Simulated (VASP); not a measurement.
# CuSi16 (a cell with a defect) in VASP: single point with PBE

Aim: the single point of CuSi16 (a cell with a defect) with PBE.

Everything below comes from runs of VASP 6.6.1. Logs are shortened: lines on timing, memory, paths and dates and some standing lists are left out, and cuts for length are marked.

## (1) The cell of the first run

The cell holds a defect, 17 atoms: a = 7.679 Å, b = 7.679 Å, c = 7.679 Å, α = 60.00°, β = 60.00°, γ = 60.00°.

## (2) Single point, PBE

Contents of INCAR:

```
ALGO = Normal
EDIFF = 1E-7
ENCUT = 520
GGA = PE
ISIF = 2
ISMEAR = 0
LASPH = True
LCHARG = False
LREAL = Auto
LWAVE = False
NBANDS = 52
NELECT = 74.0
NELM = 100
PREC = Accurate
SIGMA = 0.05
```

Contents of KPOINTS:

```
k-points
0
Gamma
  2 2 2
```

Contents of POSCAR:

```
CuSi16
1.0
    0.0000000000      5.4300000000      5.4300000000
    5.4300000000      0.0000000000      5.4300000000
    5.4300000000      5.4300000000      0.0000000000
Si Cu
16 1
Direct
   -0.0114515654     -0.0006097606      0.0023285451
    0.0858031308      0.1404653775      0.1372267035
   -0.0115882136     -0.0006127072      0.5104782689
    0.1277207182      0.1146395028      0.6291290055
   -0.0096140884      0.5127936464     -0.0012936464
    0.1296553407      0.6279789134      0.1174706262
    0.0323211786      0.4869395948      0.4906709024
    0.1296887661      0.6279834254      0.6255049724
    0.4579040516      0.0089707182      0.0169931860
    0.6174837017      0.1215354512      0.1155376611
    0.4992195212     -0.0131616943      0.5073103131
    0.6173372928      0.1215262431      0.6462857274
    0.5007287293      0.5058602210     -0.0182907919
    0.6188528545      0.6404049724      0.1206878453
    0.5007401473      0.5058813996      0.5124193370
    0.6602797422      0.6183699816      0.6110497238
    0.5588136280      0.3136981584      0.3141259669
```

Potentials or basis: VASP PAW PBE potentials, release 64 (Si, Cu).

Run with:

```bash
cat potpaw_PBE.64/Si/POTCAR potpaw_PBE.64/Cu/POTCAR > POTCAR
mpirun -np 1 vasp_std > vasp.out
```

OUTCAR:

```text
EDIFF = 1E-7
   ENCUT = 520
   GGA = PE
   ISIF = 2
   ISMEAR = 0
   LASPH = True
   LREAL = Auto
   NELECT = 74.0
   NELM = 100
   PREC = Accurate

 ion  position               nearest neighbor table
   1  0.989  0.999  0.002-  10 2.33   6 2.33   4 2.34   2 2.35
   2  0.086  0.140  0.137-   9 2.33   5 2.34   1 2.35   3 2.35
   3  0.988  0.999  0.510-  12 2.33   8 2.33   4 2.34   2 2.35
   4  0.128  0.115  0.629-  11 2.33   1 2.34   7 2.34   3 2.34
   5  0.990  0.513  0.999-  14 2.33   8 2.34   6 2.34   2 2.34
   6  0.130  0.628  0.117-  13 2.33   1 2.33   5 2.34   7 2.35
   7  0.032  0.487  0.491-  16 2.33   4 2.34   6 2.35   8 2.35
   8  0.130  0.628  0.626-  15 2.33   3 2.33   5 2.34   7 2.35
   9  0.458  0.009  0.017-  14 2.32   2 2.33  12 2.34  10 2.34
  10  0.617  0.122  0.116-   1 2.33   9 2.34  17 2.37  13 2.41  11 2.46
  11  0.499  0.987  0.507-  16 2.32   4 2.33  17 2.34  10 2.46  12 2.46
  12  0.617  0.122  0.646-   3 2.33   9 2.34  17 2.37  15 2.41  11 2.46
  13  0.501  0.506  0.982-   6 2.33  16 2.34  17 2.37  10 2.41  14 2.46
  14  0.619  0.640  0.121-   9 2.32   5 2.33  17 2.34  13 2.46  15 2.46
  15  0.501  0.506  0.512-   8 2.33  16 2.34  17 2.37  12 2.41  14 2.46
  16  0.660  0.618  0.611-  11 2.32   7 2.33  15 2.34  13 2.34
  17  0.559  0.314  0.314-  11 2.34  14 2.34  10 2.37  12 2.37  15 2.37  13 2.37

  LATTYP: Found a face centered cubic cell.
 ALAT       =    10.8600000000

  Lattice vectors:

 A1 = (   0.0000000000,   5.4300000000,   5.4300000000)
 A2 = (   5.4300000000,   0.0000000000,   5.4300000000)
 A3 = (   5.4300000000,   5.4300000000,   0.0000000000)

Analysis of symmetry for initial positions (statically):
=====================================================================
 Subroutine PRICEL returns:
 Original cell was already a primitive cell.

 Routine SETGRP: Setting up the symmetry group for a
 face centered cubic supercell.

 Subroutine GETGRP returns: Found  1 space group operations
 (whereof  1 operations were pure point group operations)
 out of a pool of 48 trial point group operations.

The static configuration has the point symmetry C_1 .

Analysis of symmetry for dynamics (positions and initial velocities):
=====================================================================
 Subroutine PRICEL returns:
 Original cell was already a primitive cell.

 Routine SETGRP: Setting up the symmetry group for a
 face centered cubic supercell.

 Subroutine GETGRP returns: Found  1 space group operations
 (whereof  1 operations were pure point group operations)
 out of a pool of 48 trial point group operations.

The dynamic configuration has the point symmetry C_1 .

 Subroutine INISYM returns: Found  1 space group operations
 (whereof  1 operations are pure point group operations),
 and found     1 'primitive' translations

----------------------------------------------------------------------------------------

                                     Primitive cell

  volume of cell :     320.2060

  direct lattice vectors                    reciprocal lattice vectors
     0.000000000  5.430000000  5.430000000    -0.092081031  0.092081031  0.092081031
     5.430000000  0.000000000  5.430000000     0.092081031 -0.092081031  0.092081031
     5.430000000  5.430000000  0.000000000     0.092081031  0.092081031 -0.092081031

  length of vectors
     7.679179644  7.679179644  7.679179644     0.159489025  0.159489025  0.159489025

  position of ions in fractional coordinates (direct lattice)
     0.988548435  0.999390239  0.002328545
     0.085803131  0.140465377  0.137226703
     0.988411786  0.999387293  0.510478269
     0.127720718  0.114639503  0.629129005
     0.990385912  0.512793646  0.998706354
     0.129655341  0.627978913  0.117470626
[... 9 lines left out ...]
     0.660279742  0.618369982  0.611049724
     0.558813628  0.313698158  0.314125967

  ion indices of the primitive-cell ions
   primitive index   ion index
                 1           1
                 2           2
                 3           3
                 4           4
                 5           5
                 6           6
[... 9 lines left out ...]
                16          16
                17          17

----------------------------------------------------------------------------------------

 KPOINTS: k-points

Automatic generation of k-mesh.
 Grid dimensions read from file:
 generate k-points for:    2    2    2

 Generating k-lattice:

  Cartesian coordinates                     Fractional coordinates (reciprocal lattice)
    -0.046040516  0.046040516  0.046040516     0.500000000  0.000000000  0.000000000
     0.046040516 -0.046040516  0.046040516     0.000000000  0.500000000  0.000000000
     0.046040516  0.046040516 -0.046040516     0.000000000  0.000000000  0.500000000

  Length of vectors
     0.079744512  0.079744512  0.079744512

  Shift w.r.t. Gamma in fractional coordinates (k-lattice)
     0.000000000  0.000000000  0.000000000

 Subroutine IBZKPT returns following result:
 ===========================================

 Found      8 irreducible k-points:

 Following reciprocal coordinates:
            Coordinates               Weight
  0.000000  0.000000  0.000000      1.000000
  0.500000  0.000000  0.000000      1.000000
  0.000000  0.500000  0.000000      1.000000
  0.000000  0.000000  0.500000      1.000000
  0.500000  0.500000  0.500000      1.000000
  0.500000  0.500000  0.000000      1.000000
  0.000000  0.500000  0.500000      1.000000
  0.500000  0.000000  0.500000      1.000000
   k-points           NKPTS =      8   k-points in BZ     NKDIM =      8   number of bands    NBANDS=     52
   number of dos      NEDOS =    301   number of ions     NIONS =     17
   total plane-waves  NPLWV = 216000
   dimension x,y,z NGX =    60 NGY =   60 NGZ =   60
   dimension x,y,z NGXF=   120 NGYF=  120 NGZF=  120
   ions per type =              16   1
   NGX,Y,Z   is equivalent  to a cutoff of  12.99, 12.99, 12.99 a.u.
   NGXF,Y,Z  is equivalent  to a cutoff of  25.98, 25.98, 25.98 a.u.
 SYSTEM =  unknown system
   PREC   = accura    normal or accurate (medium, high low for compatibility)
   ISTART =      0    job   : 0-new  1-cont  2-samecut
   ICHARG =      2    charge: 1-file 2-atom 10-const
   ISPIN  =      1    spin polarized calculation?
   LNONCOLLINEAR =      F non collinear calculations
   LSORBIT =      F    spin-orbit coupling
   LASPH  =      T    aspherical Exc in radial PAW
   ENCUT  =  520.0 eV  38.22 Ry    6.18 a.u.  14.28 14.28 14.28*2*pi/ulx,y,z
   NELM   =    100;   NELMIN=  2; NELMDL= -5     # of ELM steps
   EDIFF  = 0.1E-06   stopping-criterion for ELM
   LREAL  =      T    real-space projection
   EDIFFG = 0.1E-05   stopping-criterion for IOM
   NSW    =      0    number of steps for IOM
   IBRION =     -1    ionic relax: 0-MD 1-quasi-New 2-CG
   NFREE  =      0    steps in history (QN), initial steepest desc. (CG)
   ISIF   =      2    stress and relaxation
   ISYM   =      2    0-nonsym 1-usesym 2-fastsym
   POTIM  = 0.5000    time-step for ionic-motion
   TEBEG  =    0.0;   TEEND  =   0.0 temperature during run
   PSTRESS=    0.0 pullay stress
   NELECT =      74.0000    total number of electrons
   NUPDOWN=      -1.0000    fix difference up-down
   EMIN   =  10.00;   EMAX   =-10.00  energy-range for DOS
   EFERMI =   0.00;   METHOD = LEGACY
   ISMEAR =     0;   SIGMA  =   0.05  broadening in eV -4-tet -1-fermi 0-gaus
   EFERMI_NEDOS =   21; number of points for ismear=-14 and -15
   IALGO  =     38    algorithm
   IMIX   =      4    mixing-type and parameters
     AMIX     =   0.40;   BMIX     =  1.00
     AMIX_MAG =   1.60;   BMIX_MAG =  1.00
  volume/ion in A,a.u.               =      18.84       127.11
  Fermi-wavevector in a.u.,A,eV,Ry     =   1.004636  1.898488 13.732283  1.009294
  Thomas-Fermi vector in A             =   2.137265
   LORBIT       =      0    0 simple, 1 ext, 2 COOP (PROOUT), +10 PAW based schemes
   GGA     = PE    functional components
   LHFCALC =     F    Hartree Fock is set to
   AEXX    =    0.0000 exact exchange contribution
   IVDW    =     0    specifies the selected vdW correction
   LEPSILON=     F    determine dielectric tensor
   LRPA    =     F    only Hartree local field effects (RPA)
 non-spin polarized calculation
 Gauss-broadening in eV      SIGMA  =   0.05
  energy-cutoff  :      520.00
  volume of cell :      320.21
 maximum number of plane-waves:      8646
 NGX is ok and might be reduce to    60
   NGX = 29   NGY = 29   NGZ = 29

 number of electron      74.0000000 magnetization

 Free energy of the ion-electron system (eV)
  ---------------------------------------------------
  ext. energy  EPLUGINS =         0.00000000
  ---------------------------------------------------
  free energy    TOTEN  =       -94.17019217 eV

  energy without entropy =      -94.16949203  energy(sigma->0) =      -94.16984210

 E-fermi :   6.3993     XC(G=0):  -9.6167

 val. band max:        6.3143825065   @ k =   0.0000   0.0000   0.0000
 cond. band min:       6.4764056211   @ k =   0.0000   0.0000   0.0000
 fundamental gap:      0.1620231146
 Fermi energy:         6.3993164899

 k-point     1 :       0.0000    0.0000    0.0000
  band No.  band energies     occupation
      1      -5.8998      2.00000
      2      -3.5545      2.00000
      3      -3.5160      2.00000
      4      -3.4848      2.00000
      5      -3.4712      2.00000
      6      -1.9434      2.00000
[... 41 lines left out ...]
     48       8.4176      0.00000
     49       8.4982      0.00000

 k-point     2 :       0.5000    0.0000    0.0000
  band No.  band energies     occupation
      1      -5.2784      2.00000
      2      -4.8923      2.00000
      3      -3.2184      2.00000
      4      -3.1740      2.00000
      5      -3.1671      2.00000
      6      -3.1164      2.00000
[... 304 lines left out ...]
 k-point     8 :       0.5000    0.0000    0.5000
  band No.  band energies     occupation
      1      -4.9328      2.00000
      2      -4.7178      2.00000
      3      -3.9187      2.00000
      4      -3.7736      2.00000
      5      -3.7493      2.00000
      6      -3.7329      2.00000
[... 41 lines left out ...]
     48      10.4272      0.00000
     49      10.4516      0.00000
 [bands above 49 left out]

------------------------ aborting loop because EDIFF is reached ----------------------------------------

  FORCE on cell =-STRESS in cart. coord.  units (eV):
  Direction    XX          YY          ZZ          XY          YZ          ZX
  --------------------------------------------------------------------------------------
  -------------------------------------------------------------------------------------
  Total       -1.1662729     -1.1665681     -0.8110867     -1.1526231      0.0630514     -0.0646147
  in kB       -5.8355429     -5.8370200     -4.0583396     -5.7672451      0.3154828     -0.3233048
  external PRESSURE =      -5.2436342 kB  Pullay stress =       0.0000000 kB

 VOLUME and BASIS-vectors are now :
 -----------------------------------------------------------------------------
  energy-cutoff  :      520.00
  volume of cell :      320.21
      direct lattice vectors                 reciprocal lattice vectors
     0.000000000  5.430000000  5.430000000    -0.092081031  0.092081031  0.092081031
     5.430000000  0.000000000  5.430000000     0.092081031 -0.092081031  0.092081031
     5.430000000  5.430000000  0.000000000     0.092081031  0.092081031 -0.092081031

 POSITION                                       TOTAL-FORCE (eV/Angst)
 -----------------------------------------------------------------------------------
      5.43933      5.38046     10.79451         0.006221      0.000923     -0.000030
      1.50787      1.21105      1.22864        -0.003911      0.004316      0.004264
      8.19857      8.13897     10.79375        -0.001263     -0.005569      0.001091
      4.03866      4.10969      1.31602        -0.001958      0.001422      0.001991
      8.20744     10.80077      8.16226        -0.000017      0.001020     -0.003769
      4.04779      1.34189      4.11395        -0.000952      0.000841      0.000864
[... 9 lines left out ...]
      6.67575      6.90332      6.94307         0.005821     -0.006656      0.000597
      3.40909      4.74006      4.73774         0.001835     -0.000964      0.000131
 -----------------------------------------------------------------------------------
    total drift:                                0.000247     -0.004068      0.004843

  FREE ENERGIE OF THE ION-ELECTRON SYSTEM (eV)
  ---------------------------------------------------
  free  energy   TOTEN  =       -94.1701921729 eV

  energy  without entropy=      -94.1694920308  energy(sigma->0) =      -94.16984210
```

Run time: 6.4 min. Hardware: 1 thread of Intel Xeon Platinum 8488C (Sapphire Rapids), shared host; peak memory 0.49 GiB.

Results:

```
Free energy   : -94.1702 eV
Largest force : 0.016 eV/Å
```

Forces in eV/Å, atoms in the order of the input:
```
Si   0.006  0.001  0.000
Si  -0.004  0.004  0.004
Si  -0.001 -0.006  0.001
Si  -0.002  0.001  0.002
Si   0.000  0.001 -0.004
Si  -0.001  0.001  0.001
Si   0.003  0.001 -0.003
Si  -0.002 -0.001  0.000
Si  -0.008  0.005 -0.002
Si  -0.006 -0.013 -0.001
Si  -0.001  0.003 -0.006
Si   0.012  0.006  0.002
Si  -0.010 -0.004 -0.005
Si   0.005 -0.002  0.015
Si   0.002  0.010 -0.005
Si   0.006 -0.007  0.001
Cu   0.002 -0.001  0.000
```

Caveat: the k points lie up to 0.50 Å⁻¹ apart; the cell carries a net charge on a neutralising background, which shifts energy and pressure; the cell is charged against a uniform background, so pressure and absolute levels hang on convention.
